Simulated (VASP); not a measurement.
# Mg3ZnS4: single point with PBE

The system is Mg3ZnS4.

```
Mg Zn S
1.0
     3.67225   -5.21346    0.00000
     3.67225    5.21346    0.00000
     0.00000    0.00000    3.67608
Mg Zn S
3 1 4
Cartesian
  1.8361 2.6067 1.8380
  1.8361 -2.6067 1.8380
  3.6722 0.0000 0.0000
  0.0000 0.0000 0.0000
  3.6722 -2.6076 0.0000
  5.5542 0.0000 1.8380
  1.7903 0.0000 1.8380
  3.6722 2.6076 0.0000
```

| Item | Value |
| --- | --- |
| Program | VASP 6.6.1 |
| Task | single point |
| Functional | PBE |
| Potentials or basis | VASP PAW PBE potentials, release 64 (Mg, Zn, S) |
| Cutoff | 520 eV |
| k mesh | 6 × 6 × 8 |
| Occupations | gaussian, width 0.02 eV |
| Spin | no spin polarisation |
| Dipole correction | no |
| Further INCAR settings | ALGO = Normal; EDIFF = 1e-07; NBANDS = 31 |

```yaml
Pressure: -0.2 GPa
Largest_force: 0.011 eV/Å
Band_gap_on_the_k_mesh: 1.23 eV, indirect (least direct gap 1.43 eV)
```

Forces on the atoms (eV/Å):
```
Mg   0.000  0.000  0.000
Mg   0.000  0.000  0.000
Mg   0.000  0.000  0.000
Zn   0.000  0.000  0.000
S    0.000  0.006  0.000
S   -0.011  0.000  0.000
S    0.011  0.000  0.000
S    0.000 -0.006  0.000
```

Levels at points of the mesh, in eV from the valence-band top:
| k point | band 17 | band 18 | band 19 | band 20 | band 21 | band 22 | band 23 | band 24 | band 25 | band 26 |
| --- | --- | --- | --- | --- | --- | --- | --- | --- | --- | --- |
| (0.00, 0.00, 0.00) | -0.21 | -0.20 | -0.10 | -0.08 | -0.06 | 1.70 | 3.44 | 4.35 | 4.44 | 4.69 |
| (0.50, 0.00, 0.00) | -1.04 | -0.40 | -0.37 | -0.14 | -0.09 | 3.33 | 4.17 | 4.84 | 4.88 | 6.57 |
| (0.50, 0.50, 0.00) | -1.10 | -0.96 | -0.94 | -0.67 | -0.24 | 3.64 | 4.84 | 5.34 | 5.63 | 5.65 |
| (0.00, 0.00, 0.50) | -2.38 | -2.37 | -2.21 | -0.67 | -0.24 | 3.77 | 5.19 | 5.37 | 5.73 | 7.20 |
| (0.50, 0.00, 0.50) | -1.89 | -1.36 | -1.32 | -1.06 | -0.91 | 2.78 | 4.02 | 4.41 | 4.48 | 6.68 |
| (0.50, 0.50, 0.50) | -1.72 | -0.63 | -0.58 | -0.20 | -0.20 | 1.23 | 2.76 | 4.38 | 4.45 | 4.70 |

Run time: 4.1 min on 1 thread of Intel Xeon 6975P-C (shared host), peak memory 0.41 GiB.

A k mesh can miss the band edges. Expect the measured gap to be larger: semilocal functionals such as PBE lack the derivative discontinuity.
